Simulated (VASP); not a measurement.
# Be7S (Pm-3m) in VASP: notebook, part 3 of 3

VASP 6.6.1.

## Step 4: Relaxation of cell and atoms, PBE

This run uses another cell than the first one, of 10.90 Å³/atom.

File INCAR:

```
SYSTEM = Be7S
PREC     = Accurate       ! precision mode
ENCUT    = 600            ! plane-wave cutoff, eV
EDIFF    = 1E-7           ! SCF threshold, eV
ISMEAR   = 0              ! smearing method
SIGMA    = 0.2            ! smearing width, eV
LREAL    = .FALSE.        ! projectors in reciprocal space
LASPH    = .TRUE.         ! aspherical terms in the spheres
NELM     = 120            ! most SCF steps
ALGO     = Normal         ! electronic algorithm
ISIF     = 3              ! what is computed and relaxed
LWAVE    = .FALSE.        ! write WAVECAR
LCHARG   = .FALSE.        ! write CHGCAR
GGA      = PE             ! functional
IBRION   = 2              ! ionic algorithm
NSW      = 36             ! ionic steps
EDIFFG   = -0.08          ! ionic threshold
GGA_COMPAT= .FALSE.      
NELMIN   = 4
```

File KPOINTS:

```
Automatic mesh
0
G
  4 4 4
  0 0 0
```

File POSCAR:

```
Be7S
1.0
    4.4341569900      0.0000000000      0.0000000000
    0.0000000000      4.4341569900      0.0000000000
    0.0000000000      0.0000000000      4.4341569900
Be S
7 1
Direct
    0.3337423800      0.0000000000      0.0000000000
    0.6662576200      0.0000000000      0.0000000000
    0.0000000000      0.3337423800      0.0000000000
    0.0000000000      0.6662576200      0.0000000000
    0.0000000000      0.0000000000      0.3337423800
    0.0000000000      0.0000000000      0.6662576200
    0.5000000000      0.5000000000      0.5000000000
    0.0000000000      0.0000000000      0.0000000000
```

Potentials or basis: VASP PAW PBE potentials, release 64 (Be, S).

Run with:

```sh
$ cat potpaw_PBE.64/Be/POTCAR potpaw_PBE.64/S/POTCAR > POTCAR
$ mpirun -np 1 vasp_std > vasp.out
```

OUTCAR:

```text
SYSTEM = Be7S
   PREC = Accurate
   ENCUT = 600
   EDIFF = 1E-7
   ISMEAR = 0
   LREAL = .FALSE.
   LASPH = .TRUE.
   NELM = 120
   ISIF = 3
   GGA = PE
   IBRION = 2
   NSW = 36
   EDIFFG = -0.08
   NELMIN = 4

 ion  position               nearest neighbor table
   1  0.334  0.000  0.000-   2 1.47   8 1.48   4 2.09   5 2.09   6 2.09   3 2.09
   2  0.666  0.000  0.000-   1 1.47   8 1.48   4 2.09   5 2.09   6 2.09   3 2.09
   3  0.000  0.334  0.000-   4 1.47   8 1.48   1 2.09   5 2.09   6 2.09   2 2.09
   4  0.000  0.666  0.000-   3 1.47   8 1.48   1 2.09   5 2.09   6 2.09   2 2.09
   5  0.000  0.000  0.334-   6 1.47   8 1.48   3 2.09   4 2.09   1 2.09   2 2.09
   6  0.000  0.000  0.666-   5 1.47   8 1.48   3 2.09   4 2.09   1 2.09   2 2.09
   7  0.500  0.500  0.500-
   8  0.000  0.000  0.000-   1 1.48   2 1.48   3 1.48   4 1.48   5 1.48   6 1.48

  LATTYP: Found a simple cubic cell.
 ALAT       =     4.4341569900

  Lattice vectors:

 A1 = (   4.4341569900,   0.0000000000,   0.0000000000)
 A2 = (   0.0000000000,   4.4341569900,   0.0000000000)
 A3 = (   0.0000000000,   0.0000000000,   4.4341569900)

Analysis of symmetry for initial positions (statically):
=====================================================================
 Subroutine PRICEL returns:
 Original cell was already a primitive cell.

 Routine SETGRP: Setting up the symmetry group for a
 simple cubic supercell.

 Subroutine GETGRP returns: Found 48 space group operations
 (whereof 48 operations were pure point group operations)
 out of a pool of 48 trial point group operations.

The static configuration has the point symmetry O_h .

Analysis of symmetry for dynamics (positions and initial velocities):
=====================================================================
 Subroutine PRICEL returns:
 Original cell was already a primitive cell.

 Routine SETGRP: Setting up the symmetry group for a
 simple cubic supercell.

 Subroutine GETGRP returns: Found 48 space group operations
 (whereof 48 operations were pure point group operations)
 out of a pool of 48 trial point group operations.

The dynamic configuration has the point symmetry O_h .

 Subroutine INISYM returns: Found 48 space group operations
 (whereof 48 operations are pure point group operations),
 and found     1 'primitive' translations

----------------------------------------------------------------------------------------

                                     Primitive cell

  volume of cell :      87.1833

  direct lattice vectors                    reciprocal lattice vectors
     4.434156990  0.000000000  0.000000000     0.225522011  0.000000000  0.000000000
     0.000000000  4.434156990  0.000000000     0.000000000  0.225522011  0.000000000
     0.000000000  0.000000000  4.434156990     0.000000000  0.000000000  0.225522011

  length of vectors
     4.434156990  4.434156990  4.434156990     0.225522011  0.225522011  0.225522011

  position of ions in fractional coordinates (direct lattice)
     0.333742380  0.000000000  0.000000000
     0.666257620  0.000000000  0.000000000
     0.000000000  0.333742380  0.000000000
     0.000000000  0.666257620  0.000000000
     0.000000000  0.000000000  0.333742380
     0.000000000  0.000000000  0.666257620
     0.500000000  0.500000000  0.500000000
     0.000000000  0.000000000  0.000000000

  ion indices of the primitive-cell ions
   primitive index   ion index
                 1           1
                 2           2
                 3           3
                 4           4
                 5           5
                 6           6
                 7           7
                 8           8

----------------------------------------------------------------------------------------

 KPOINTS: Automatic mesh

Automatic generation of k-mesh.
 Grid dimensions read from file:
 generate k-points for:    4    4    4

 Generating k-lattice:

  Cartesian coordinates                     Fractional coordinates (reciprocal lattice)
     0.056380503  0.000000000  0.000000000     0.250000000  0.000000000  0.000000000
     0.000000000  0.056380503  0.000000000     0.000000000  0.250000000  0.000000000
     0.000000000  0.000000000  0.056380503     0.000000000  0.000000000  0.250000000

  Length of vectors
     0.056380503  0.056380503  0.056380503

  Shift w.r.t. Gamma in fractional coordinates (k-lattice)
     0.000000000  0.000000000  0.000000000

 Subroutine IBZKPT returns following result:
 ===========================================

 Found     10 irreducible k-points:

 Following reciprocal coordinates:
            Coordinates               Weight
  0.000000  0.000000  0.000000      1.000000
  0.250000  0.000000  0.000000      6.000000
  0.500000  0.000000  0.000000      3.000000
  0.250000  0.250000  0.000000     12.000000
  0.500000  0.250000  0.000000     12.000000
  0.500000  0.500000  0.000000      3.000000
  0.250000  0.250000  0.250000      8.000000
  0.500000  0.250000  0.250000     12.000000
  0.500000  0.500000  0.250000      6.000000
  0.500000  0.500000  0.500000      1.000000
   k-points           NKPTS =     10   k-points in BZ     NKDIM =     10   number of bands    NBANDS=     15
   number of dos      NEDOS =    301   number of ions     NIONS =      8
   total plane-waves  NPLWV =  46656
   dimension x,y,z NGX =    36 NGY =   36 NGZ =   36
   dimension x,y,z NGXF=    72 NGYF=   72 NGZF=   72
   ions per type =               7   1
   NGX,Y,Z   is equivalent  to a cutoff of  13.50, 13.50, 13.50 a.u.
   NGXF,Y,Z  is equivalent  to a cutoff of  26.99, 26.99, 26.99 a.u.
 SYSTEM =  Be7S
   PREC   = accura    normal or accurate (medium, high low for compatibility)
   ISTART =      0    job   : 0-new  1-cont  2-samecut
   ICHARG =      2    charge: 1-file 2-atom 10-const
   ISPIN  =      1    spin polarized calculation?
   LNONCOLLINEAR =      F non collinear calculations
   LSORBIT =      F    spin-orbit coupling
   LASPH  =      T    aspherical Exc in radial PAW
   ENCUT  =  600.0 eV  44.10 Ry    6.64 a.u.   8.86  8.86  8.86*2*pi/ulx,y,z
   NELM   =    120;   NELMIN=  4; NELMDL= -5     # of ELM steps
   EDIFF  = 0.1E-06   stopping-criterion for ELM
   LREAL  =      F    real-space projection
   EDIFFG = -.8E-01   stopping-criterion for IOM
   NSW    =     36    number of steps for IOM
   IBRION =      2    ionic relax: 0-MD 1-quasi-New 2-CG
   NFREE  =      1    steps in history (QN), initial steepest desc. (CG)
   ISIF   =      3    stress and relaxation
   ISYM   =      2    0-nonsym 1-usesym 2-fastsym
   POTIM  = 0.5000    time-step for ionic-motion
   TEBEG  =    0.0;   TEEND  =   0.0 temperature during run
   PSTRESS=    0.0 pullay stress
   NELECT =      20.0000    total number of electrons
   NUPDOWN=      -1.0000    fix difference up-down
   EMIN   =  10.00;   EMAX   =-10.00  energy-range for DOS
   EFERMI =   0.00;   METHOD = LEGACY
   ISMEAR =     0;   SIGMA  =   0.20  broadening in eV -4-tet -1-fermi 0-gaus
   EFERMI_NEDOS =   21; number of points for ismear=-14 and -15
   IALGO  =     38    algorithm
   IMIX   =      4    mixing-type and parameters
     AMIX     =   0.40;   BMIX     =  1.00
     AMIX_MAG =   1.60;   BMIX_MAG =  1.00
  volume/ion in A,a.u.               =      10.90        73.54
  Fermi-wavevector in a.u.,A,eV,Ry     =   1.002168  1.893822 13.664879  1.004340
  Thomas-Fermi vector in A             =   2.134637
   LORBIT       =      0    0 simple, 1 ext, 2 COOP (PROOUT), +10 PAW based schemes
   GGA     = PE    functional components
   LHFCALC =     F    Hartree Fock is set to
   AEXX    =    0.0000 exact exchange contribution
   IVDW    =     0    specifies the selected vdW correction
   LEPSILON=     F    determine dielectric tensor
   LRPA    =     F    only Hartree local field effects (RPA)
 conjugate gradient relaxation of ions
 non-spin polarized calculation
 Gauss-broadening in eV      SIGMA  =   0.20
  energy-cutoff  :      600.00
  volume of cell :       87.18
 maximum number of plane-waves:      2945
 NGX is ok and might be reduce to    36
   NGX = 17   NGY = 17   NGZ = 17

--------------------------------------- Ionic step        1  -------------------------------------------

 number of electron      20.0000001 magnetization

 Free energy of the ion-electron system (eV)
  ---------------------------------------------------
  ext. energy  EPLUGINS =         0.00000000
  ---------------------------------------------------
  free energy    TOTEN  =         2.00842744 eV

  energy without entropy =        2.03521809  energy(sigma->0) =        2.02182276

 E-fermi :   4.4473     XC(G=0):  -9.3570

 val. band max:        3.8807350558   @ k =   0.5000   0.5000   0.2500
 cond. band min:       4.4542571120   @ k =   0.0000   0.0000   0.0000
 fundamental gap:      0.5735220563
 Fermi energy:         4.4473106784
[... 700 lines left out ...]
--------------------------------------- Ionic step        9  -------------------------------------------

 number of electron      20.0000004 magnetization

 Free energy of the ion-electron system (eV)
  ---------------------------------------------------
  ext. energy  EPLUGINS =         0.00000000
  ---------------------------------------------------
  free energy    TOTEN  =       -16.40031939 eV

  energy without entropy =      -16.25659283  energy(sigma->0) =      -16.32845611

 E-fermi :   0.0522     XC(G=0):  -6.8434

 val. band max:        0.0437810201   @ k =   0.2500   0.2500   0.0000
 cond. band min:       0.1217100925   @ k =   0.5000   0.5000   0.0000
 fundamental gap:      0.0779290724
 Fermi energy:         0.0522255911
[... 213 lines left out ...]
  FREE ENERGIE OF THE ION-ELECTRON SYSTEM (eV)
  ---------------------------------------------------
  free  energy   TOTEN  =       -16.4003193948 eV

  energy  without entropy=      -16.2565928307  energy(sigma->0) =      -16.32845611

 reached required accuracy - stopping structural energy minimisation
```

Wall time 2.3 min (1 thread of Intel Xeon 8259CL, shared host); peak memory 0.2 GiB.

What came out:

```
Free energy                           : -16.4003 eV
Relaxed volume                        : 25.03 Å³/atom
Relaxed cell                          : a = 5.850 Å, b = 5.850 Å, c = 5.850 Å, α = 90.00°, β = 90.00°, γ = 90.00°
Space group after relaxing (to 0.1 Å) : Pm-3m (No. 221)
Energy gained by relaxing             : 2301.1 meV/atom
Ionic steps                           : 9
Pressure after relaxing               : 0.0 GPa
Largest force after relaxing          : 0.013 eV/Å
Band gap on the k mesh                : zero (bands 10 and 11 overlap by 1.87 eV)
```

Forces in eV/Å, atoms in the order of the input:
```
Be   0.013  0.000  0.000
Be  -0.013  0.000  0.000
Be   0.000  0.013  0.000
Be   0.000 -0.013  0.000
Be   0.000  0.000  0.013
Be   0.000  0.000 -0.013
Be   0.000  0.000  0.000
S    0.000  0.000  0.000
```

The path:
| step | energy change (eV) | largest force (eV/Å) | pressure (GPa) | volume (Å³) |
| --- | --- | --- | --- | --- |
| 1 | 0.0000 | 5.5388 | 99.47 | 87.18 |
| 2 | -0.5730 | 24.4759 | 16.06 | 203.45 |
| 3 | -7.9953 | 14.6630 | 32.60 | 125.54 |
| 4 | -18.3498 | 0.6554 | -0.71 | 206.05 |
| 5 | -18.3500 | 0.6454 | -0.74 | 206.26 |
| 6 | -18.3850 | 0.4733 | -0.19 | 201.85 |
| 7 | -18.3972 | 0.2801 | 0.43 | 197.37 |
| 8 | -18.4057 | 0.1387 | 0.23 | 198.71 |
| 9 | -18.4087 | 0.0128 | 0.01 | 200.23 |

Final structure:
```yaml
crystal:
  lattice:
    - [5.85025, 0.00000, 0.00000]
    - [0.00000, 5.85025, 0.00000]
    - [0.00000, 0.00000, 5.85025]
  atoms:
    - { symbol: Be, position: [0.33623, 0.00000, 0.00000] }
    - { symbol: Be, position: [0.66377, 0.00000, 0.00000] }
    - { symbol: Be, position: [0.00000, 0.33623, 0.00000] }
    - { symbol: Be, position: [0.00000, 0.66377, 0.00000] }
    - { symbol: Be, position: [0.00000, 0.00000, 0.33623] }
    - { symbol: Be, position: [0.00000, 0.00000, 0.66377] }
    - { symbol: Be, position: [0.50000, 0.50000, 0.50000] }
    - { symbol: S, position: [0.00000, 0.00000, 0.00000] }
```

Levels at points of the mesh, in eV from the Fermi level:
```csv
k point,band 7,band 8,band 9,band 10,band 11,band 12,band 13,band 14
"(0.00, 0.00, 0.00)",-2.10,-0.48,0.82,0.82,0.82,1.03,1.03,1.03
"(0.50, 0.00, 0.00)",-2.04,-0.77,-0.40,-0.40,0.86,1.62,1.85,1.86
"(0.50, 0.50, 0.00)",-2.25,-1.97,-0.27,-0.27,0.07,1.34,1.34,1.61
"(0.50, 0.50, 0.50)",-2.11,-1.34,-1.34,-1.34,-1.05,1.44,1.72,1.72
```

Caveat: the volume moved by over 15 % at a fixed basis, so the end points are rough.

## Step 5: The runs side by side

| cell | gap on the mesh (eV) | pressure (GPa) | relaxed volume (Å³/atom) | largest force (eV/Å) |
| --- | --- | --- | --- | --- |
| relaxed from a = 4.253 Å, 8 atoms, atomic positions A | none | -0.3 | 24.73 | 0.08 |
| relaxed from a = 4.422 Å, 8 atoms, atomic positions B | none | 0.0 | 24.44 | - |
| relaxed from a = 4.434 Å, 8 atoms, atomic positions C | none | 0.0 | 25.03 | 0.01 |

Alike in all rows: task relaxation of cell and atoms; level PBE; potentials or basis VASP PAW PBE potentials, release 64 (Be, S); no spin polarisation; k mesh 4 × 4 × 4; cutoff (eV) 600; smearing gaussian 0.2 eV.

Caveats: some runs use coarse meshes; the volume moved by over 15 % at a fixed basis, so the end points are rough; semilocal functionals underestimate gaps, and a narrow one can read as zero (at least some runs); the relaxation stopped at a loose force limit of 0.08 eV/Å, so its end isn't a converged minimum (at least some runs).

Total energies depend on the potentials used, so only differences within one code and one set of settings carry meaning.

The gap in the log of VASP goes by the Fermi energy; the results here count the filled bands.